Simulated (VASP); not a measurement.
# Li3H4F8 (a cell with a defect) in VASP: single point with PBE+D3(BJ)

Aim: the single point of Li3H4F8 (a cell with a defect) with PBE+D3(BJ).

Everything below comes from runs of VASP 6.6.1. Logs are shortened: lines on timing, memory, paths and dates and some standing lists are left out, and cuts for length are marked.

### Step 1. The cell of the first run

The cell holds a defect, 15 atoms: a = 5.596 Å, b = 5.596 Å, c = 5.596 Å, α = 64.73°, β = 64.73°, γ = 64.73°.

### Step 2. Single point, PBE+D3(BJ) (atoms taken out, then relaxed in part)

Input file INCAR:

```
PREC = Accurate
ENCUT = 520
EDIFF = 1E-6
ISMEAR = 0
SIGMA = 0.05
LREAL = Auto
LASPH = True
NELM = 80
ALGO = Normal
ISIF = 2
LWAVE = False
LCHARG = False
GGA = PE
IVDW = 12
NBANDS = 48
NELECT = 70.0
```

Input file KPOINTS:

```
Automatic mesh
0
Gamma
  6 6 6
```

Input file POSCAR:

```
Li3H4F8
1.0
    2.9954464521     -1.7294218155      4.3986576152
    0.0000000000      3.4588436310      4.3986576152
   -2.9954464521     -1.7294218155      4.3986576152
Li H F
3 4 8
Direct
    0.5307000186     -0.0325550277      0.4674449723
    0.0000000000      0.2500000000      0.7500000000
    0.4692999814      0.5325550277      0.0325550277
    0.5000000000      0.4752639518      0.5247360482
   -0.0123291806      0.5303942595      0.0303942595
    0.5000000000      0.0247360482     -0.0247360482
    0.0123291806     -0.0303942595      0.4696057405
    0.3882083793      0.4046710851      0.4496442182
    0.8430997819      0.4663756013      0.9663756013
    0.3882083793      0.9496442182      0.9046710851
    0.8877097789      0.9174032191      0.4174032191
    0.6117916207      0.5503557818      0.5953289149
    0.1122902211      0.5825967809      0.0825967809
    0.6117916207      0.0953289149      0.0503557818
    0.1569002181      0.0336243987      0.5336243987
```

Potentials or basis: VASP PAW PBE potentials, release 64 (Li_sv, H, F).

Launch:

```bash
$ cat potpaw_PBE.64/Li_sv/POTCAR potpaw_PBE.64/H/POTCAR potpaw_PBE.64/F/POTCAR > POTCAR
$ mpirun -np 1 vasp_std > vasp.out
```

OUTCAR:

```text
PREC = Accurate
   ENCUT = 520
   EDIFF = 1E-6
   ISMEAR = 0
   LREAL = Auto
   LASPH = True
   NELM = 80
   ISIF = 2
   GGA = PE
   IVDW = 12
   NELECT = 70.0
 IVDW          = 12

 ion  position               nearest neighbor table
   1  0.531  0.967  0.467-  11 1.81  15 1.86  14 2.03  12 2.03  10 2.20   8 2.20
   2  0.000  0.250  0.750-   9 1.77  15 1.77
   3  0.469  0.533  0.033-  13 1.81   9 1.86   8 2.03  10 2.03  12 2.20  14 2.20
   4  0.500  0.475  0.525-  12 1.14   8 1.14
   5  0.988  0.530  0.030-  13 1.04   9 1.23
   6  0.500  0.025  0.975-  10 1.14  14 1.14
   7  0.012  0.970  0.470-  11 1.04  15 1.23
   8  0.388  0.405  0.450-   4 1.14   3 2.03   1 2.20
   9  0.843  0.466  0.966-   5 1.23   2 1.77   3 1.86
  10  0.388  0.950  0.905-   6 1.14   3 2.03   1 2.20
  11  0.888  0.917  0.417-   7 1.04   1 1.81
  12  0.612  0.550  0.595-   4 1.14   1 2.03   3 2.20
  13  0.112  0.583  0.083-   5 1.04   3 1.81
  14  0.612  0.095  0.050-   6 1.14   1 2.03   3 2.20
  15  0.157  0.034  0.534-   7 1.23   2 1.77   1 1.86

  LATTYP: Found a trigonal (rhomboedric) cell.
 ALAT       =     5.5956937085
 COS(alpha) =     0.4268804180

  Lattice vectors:

 A1 = (   2.9954464521,  -1.7294218155,   4.3986576152)
 A2 = (   0.0000000000,   3.4588436310,   4.3986576152)
 A3 = (  -2.9954464521,  -1.7294218155,   4.3986576152)

Analysis of symmetry for initial positions (statically):
=====================================================================
 Subroutine PRICEL returns:
 Original cell was already a primitive cell.

 Routine SETGRP: Setting up the symmetry group for a
 trigonal (rhombohedral) supercell.

 Subroutine GETGRP returns: Found  4 space group operations
 (whereof  2 operations were pure point group operations)
 out of a pool of 12 trial point group operations.

The static configuration has the point symmetry C_2 .
 The point group associated with its full space group is C_2h.

Analysis of symmetry for dynamics (positions and initial velocities):
=====================================================================
 Subroutine PRICEL returns:
 Original cell was already a primitive cell.

 Routine SETGRP: Setting up the symmetry group for a
 trigonal (rhombohedral) supercell.

 Subroutine GETGRP returns: Found  4 space group operations
 (whereof  2 operations were pure point group operations)
 out of a pool of 12 trial point group operations.

The dynamic configuration has the point symmetry C_2 .
 The point group associated with its full space group is C_2h.

 Subroutine INISYM returns: Found  4 space group operations
 (whereof  2 operations are pure point group operations),
 and found     1 'primitive' translations

----------------------------------------------------------------------------------------

                                     Primitive cell

  volume of cell :     136.7206

  direct lattice vectors                    reciprocal lattice vectors
     2.995446452 -1.729421816  4.398657615     0.166920026 -0.096371322  0.075780695
     0.000000000  3.458843631  4.398657615     0.000000000  0.192742644  0.075780695
    -2.995446452 -1.729421816  4.398657615    -0.166920026 -0.096371322  0.075780695

  length of vectors
     5.595693708  5.595693709  5.595693708     0.207104902  0.207104902  0.207104902

  position of ions in fractional coordinates (direct lattice)
     0.530700019  0.967444972  0.467444972
     1.000000000  0.250000000  0.750000000
     0.469299981  0.532555028  0.032555028
     0.500000000  0.475263952  0.524736048
     0.987670819  0.530394259  0.030394259
     0.500000000  0.024736048  0.975263952
     0.012329181  0.969605741  0.469605741
     0.388208379  0.404671085  0.449644218
     0.843099782  0.466375601  0.966375601
     0.388208379  0.949644218  0.904671085
     0.887709779  0.917403219  0.417403219
     0.611791621  0.550355782  0.595328915
     0.112290221  0.582596781  0.082596781
     0.611791621  0.095328915  0.050355782
     0.156900218  0.033624399  0.533624399

  ion indices of the primitive-cell ions
   primitive index   ion index
                 1           1
                 2           2
                 3           3
                 4           4
                 5           5
                 6           6
                 7           7
                 8           8
                 9           9
                10          10
                11          11
                12          12
                13          13
                14          14
                15          15

----------------------------------------------------------------------------------------

 KPOINTS: Automatic mesh

Automatic generation of k-mesh.
 Grid dimensions read from file:
 generate k-points for:    6    6    6

 Generating k-lattice:

  Cartesian coordinates                     Fractional coordinates (reciprocal lattice)
     0.027820004 -0.016061887  0.012630116     0.166666667 -0.000000000 -0.000000000
     0.000000000  0.032123774  0.012630116    -0.000000000  0.166666667 -0.000000000
    -0.027820004 -0.016061887  0.012630116    -0.000000000 -0.000000000  0.166666667

  Length of vectors
     0.034517484  0.034517484  0.034517484

  Shift w.r.t. Gamma in fractional coordinates (k-lattice)
     0.000000000  0.000000000  0.000000000

 Subroutine IBZKPT returns following result:
 ===========================================

 Found     68 irreducible k-points:

 Following reciprocal coordinates:
            Coordinates               Weight
  0.000000  0.000000  0.000000      1.000000
  0.166667  0.000000  0.000000      2.000000
  0.000000  0.166667  0.000000      4.000000
  0.333333  0.000000  0.000000      2.000000
  0.000000  0.333333  0.000000      4.000000
  0.500000  0.000000  0.000000      1.000000
[... 16 lines left out ...]
  0.500000  0.333333  0.000000      4.000000
  0.000000  0.500000  0.333333      4.000000
 [... further k-points ...]
   k-points           NKPTS =     68   k-points in BZ     NKDIM =     68   number of bands    NBANDS=     48
   number of dos      NEDOS =    301   number of ions     NIONS =     15
   total plane-waves  NPLWV =  74088
   dimension x,y,z NGX =    42 NGY =   42 NGZ =   42
   dimension x,y,z NGXF=    84 NGYF=   84 NGZF=   84
   ions per type =               3   4   8
   NGX,Y,Z   is equivalent  to a cutoff of  12.48, 12.48, 12.48 a.u.
   NGXF,Y,Z  is equivalent  to a cutoff of  24.96, 24.96, 24.96 a.u.
 SYSTEM =  unknown system
   PREC   = accura    normal or accurate (medium, high low for compatibility)
   ISTART =      0    job   : 0-new  1-cont  2-samecut
   ICHARG =      2    charge: 1-file 2-atom 10-const
   ISPIN  =      1    spin polarized calculation?
   LNONCOLLINEAR =      F non collinear calculations
   LSORBIT =      F    spin-orbit coupling
   LASPH  =      T    aspherical Exc in radial PAW
   ENCUT  =  520.0 eV  38.22 Ry    6.18 a.u.  10.40 10.40 10.40*2*pi/ulx,y,z
   NELM   =     80;   NELMIN=  2; NELMDL= -5     # of ELM steps
   EDIFF  = 0.1E-05   stopping-criterion for ELM
   LREAL  =      T    real-space projection
   EDIFFG = 0.1E-04   stopping-criterion for IOM
   NSW    =      0    number of steps for IOM
[... 5 lines left out ...]
   TEBEG  =    0.0;   TEEND  =   0.0 temperature during run
   PSTRESS=    0.0 pullay stress
   NELECT =      70.0000    total number of electrons
   NUPDOWN=      -1.0000    fix difference up-down
   EMIN   =  10.00;   EMAX   =-10.00  energy-range for DOS
   EFERMI =   0.00;   METHOD = LEGACY
   ISMEAR =     0;   SIGMA  =   0.05  broadening in eV -4-tet -1-fermi 0-gaus
   EFERMI_NEDOS =   21; number of points for ismear=-14 and -15
   IALGO  =     38    algorithm
   IMIX   =      4    mixing-type and parameters
     AMIX     =   0.40;   BMIX     =  1.00
     AMIX_MAG =   1.60;   BMIX_MAG =  1.00
  volume/ion in A,a.u.               =       9.11        61.51
  Fermi-wavevector in a.u.,A,eV,Ry     =   1.309673  2.474923 23.337303  1.715243
  Thomas-Fermi vector in A             =   2.440256
   LORBIT       =      0    0 simple, 1 ext, 2 COOP (PROOUT), +10 PAW based schemes
   GGA     = PE    functional components
   LHFCALC =     F    Hartree Fock is set to
   AEXX    =    0.0000 exact exchange contribution
   IVDW    =    12    specifies the selected vdW correction
   LEPSILON=     F    determine dielectric tensor
   LRPA    =     F    only Hartree local field effects (RPA)
 non-spin polarized calculation
 Gauss-broadening in eV      SIGMA  =   0.05
  energy-cutoff  :      520.00
  volume of cell :      136.72
 maximum number of plane-waves:      3706
 NGX is ok and might be reduce to    42
   NGX = 21   NGY = 21   NGZ = 21

 number of electron      70.0000014 magnetization

 Free energy of the ion-electron system (eV)
  ---------------------------------------------------
  ext. energy  EPLUGINS =         0.00000000
  ---------------------------------------------------
  free energy    TOTEN  =       -66.56588900 eV

  energy without entropy =      -66.56588900  energy(sigma->0) =      -66.56588900

 E-fermi :  -2.6315     XC(G=0):  -8.8540

 val. band max:       -2.9818670009   @ k =   0.5000   0.5000   0.5000
 cond. band min:       4.7313035514   @ k =   0.0000   0.0000   0.0000
 fundamental gap:      7.7131705522
 Fermi energy:        -2.6314922567

 k-point     1 :       0.0000    0.0000    0.0000
  band No.  band energies     occupation
      1     -44.6283      2.00000
      2     -44.1808      2.00000
      3     -44.1722      2.00000
      4     -24.3312      2.00000
      5     -23.9349      2.00000
      6     -23.9212      2.00000
[... 39 lines left out ...]
     46      12.5110      0.00000
     47      12.5569      0.00000
[... 1148 lines left out ...]
     46      12.5871      0.00000
     47      12.9594      0.00000

 [... further k-points ...]

 [bands above 47 left out]

------------------------ aborting loop because EDIFF is reached ----------------------------------------

 Edisp (eV)   -1.09335

 E8    (eV) :    -0.3212

  FORCE on cell =-STRESS in cart. coord.  units (eV):
  Direction    XX          YY          ZZ          XY          YZ          ZX
  --------------------------------------------------------------------------------------
  -------------------------------------------------------------------------------------
  Total       6.02196     5.78834    10.22928    -0.20232    -0.46061     0.79781
  in kB      70.56905    67.83137   119.87316    -2.37090    -5.39776     9.34918
  external pressure =       86.09 kB  Pullay stress =        0.00 kB

 VOLUME and BASIS-vectors are now :
 -----------------------------------------------------------------------------
  energy-cutoff  :      520.00
  volume of cell :      136.72
      direct lattice vectors                 reciprocal lattice vectors
     2.995446452 -1.729421816  4.398657615     0.166920026 -0.096371322  0.075780695
     0.000000000  3.458843631  4.398657615     0.000000000  0.192742644  0.075780695
    -2.995446452 -1.729421816  4.398657615    -0.166920026 -0.096371322  0.075780695

 POSITION                                       TOTAL-FORCE (eV/Angst)
 -----------------------------------------------------------------------------------
      0.18948      1.62003      8.64596         0.014966     -0.008640      0.000324
     -2.24658     -0.43236      4.39866         0.000000     -0.000000      0.000000
      1.30825      0.97411      4.55002        -0.014966      0.008640     -0.000324
     -0.07410     -0.12834      6.59799         0.002538      0.004396      0.000000
      2.86747      0.07389      6.81114        -0.039146      0.022601     -0.116550
     -1.42363     -2.46580      6.59799        -0.002538     -0.004396      0.000000
     -1.36975      2.52025      6.38483         0.039146     -0.022601      0.116550
     -0.18403     -0.04931      5.46544        -0.004200      0.000875     -0.077265
     -0.36927     -1.51623     10.01069        -0.007637      0.004409      0.041454
     -1.54704      1.04874      9.86409        -0.002858      0.003200     -0.077265
      1.40878      0.91606      9.77609        -0.042890      0.024763     -0.098072
      0.04931     -0.18403      7.73054         0.002858     -0.003200      0.077265
      0.08895      1.67807      3.41988         0.042890     -0.024763      0.098072
      1.68175     -0.81540      3.33188         0.004200     -0.000875      0.077265
     -1.12846     -1.07791      3.18528         0.007637     -0.004409     -0.041454
 -----------------------------------------------------------------------------------
    total drift:                               -0.000000      0.000000     -0.000000

  FREE ENERGIE OF THE ION-ELECTRON SYSTEM (eV)
  ---------------------------------------------------
  free  energy   TOTEN  =       -67.6592342822 eV

  energy  without entropy=      -67.6592342822  energy(sigma->0) =      -67.65923428
```

Run time: 7.1 min. Hardware: 1 thread of AMD EPYC 9R45 (Zen 5), shared host; peak memory 0.38 GiB.

Results:

- Free energy: -67.6592 eV
- Largest force: 0.125 eV/Å
- Dispersion energy per atom: -0.073 eV

Forces in eV/Å, atoms in the order of the input:
```
Li   0.015 -0.009  0.000
Li   0.000  0.000  0.000
Li  -0.015  0.009  0.000
H    0.003  0.004  0.000
H   -0.039  0.023 -0.117
H   -0.003 -0.004  0.000
H    0.039 -0.023  0.117
F   -0.004  0.001 -0.077
F   -0.008  0.004  0.041
F   -0.003  0.003 -0.077
F   -0.043  0.025 -0.098
F    0.003 -0.003  0.077
F    0.043 -0.025  0.098
F    0.004 -0.001  0.077
F    0.008 -0.004 -0.041
```

Levels at points of the mesh, in eV from the Fermi level:
| k point | band 32 | band 33 | band 34 | band 35 | band 36 | band 37 | band 38 | band 39 |
| --- | --- | --- | --- | --- | --- | --- | --- | --- |
| (0.00, 0.00, 0.00) | -0.73 | -0.67 | -0.67 | -0.50 | 7.36 | 11.38 | 11.89 | 12.48 |
| (0.50, 0.00, 0.00) | -0.92 | -0.89 | -0.71 | -0.44 | 9.26 | 9.38 | 11.82 | 12.10 |
| (0.00, 0.50, 0.00) | -0.94 | -0.78 | -0.70 | -0.63 | 9.27 | 9.29 | 11.81 | 12.37 |
| (0.50, 0.50, 0.00) | -0.90 | -0.89 | -0.71 | -0.65 | 9.60 | 9.86 | 11.05 | 11.48 |
| (0.00, 0.50, 0.50) | -0.83 | -0.81 | -0.71 | -0.55 | 9.50 | 10.14 | 10.83 | 11.84 |
| (0.50, 0.50, 0.50) | -0.93 | -0.86 | -0.66 | -0.35 | 8.60 | 10.86 | 11.28 | 11.40 |

Caveat: the cell carries a net charge on a neutralising background, which shifts energy and pressure; the cell differs from its parent crystal (atoms taken out, then relaxed in part); the cell is charged against a uniform background, so pressure and absolute levels hang on convention; the cutoff is under 1.25 times the usual one of these potentials, so pressure, stress and relaxed cells hold a basis-set (Pulay) error.
